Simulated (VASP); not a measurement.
Ni:

```xyz
1
Lattice="0.0000 1.7600 1.7600 1.7600 0.0000 1.7600 1.7600 1.7600 0.0000" Properties=species:S:1:pos:R:3 pbc="T T T"
Ni    0.0000    0.0000    0.0000
```

- Program: VASP 6.6.1
- Task: relaxation of cell and atoms
- Functional: PBEsol
- Potentials or basis: VASP PAW PBE potentials, release 64 (Ni)
- Cutoff: 600 eV
- k mesh: 8 × 8 × 8
- Occupations: fermi-dirac, width 0.1 eV
- Spin: collinear spin, ferromagnetic start
- Starting moments: [1.5] μB

At the start: pressure -9.3 GPa; volume 10.90 Å³/atom.

Where does the relaxation end?

Over 3 steps the energy falls by 15.0 meV/atom and the volume is 10.42 Å³/atom (-4.5 %); space group Fm-3m (No. 225, to 0.1 Å) before and after; moment 0.69 μB per cell.

The path:
```
step  energy change (eV)  largest force (eV/Å)  pressure (GPa)  volume (Å³)
   1              0.0000                0.0000           -9.34        10.90
   2              0.0023                0.0000           12.10         9.93
   3             -0.0150                0.0000           -0.06        10.42
```

Final structure:
```cif
data_structure
_symmetry_space_group_name_H-M 'P 1'
_symmetry_Int_Tables_number 1
_cell_length_a 2.4514
_cell_length_b 2.4514
_cell_length_c 2.4514
_cell_angle_alpha 60.000
_cell_angle_beta 60.000
_cell_angle_gamma 60.000
_cell_volume 10.42
loop_
_atom_site_label
_atom_site_type_symbol
_atom_site_fract_x
_atom_site_fract_y
_atom_site_fract_z
_atom_site_occupancy
Ni1 Ni 0.00000 0.00000 0.00000 1
```

Caveat: the k points lie up to 0.39 Å⁻¹ apart in the final cell; the PAW data sets were made with another functional, which shifts forces and pressure a little.
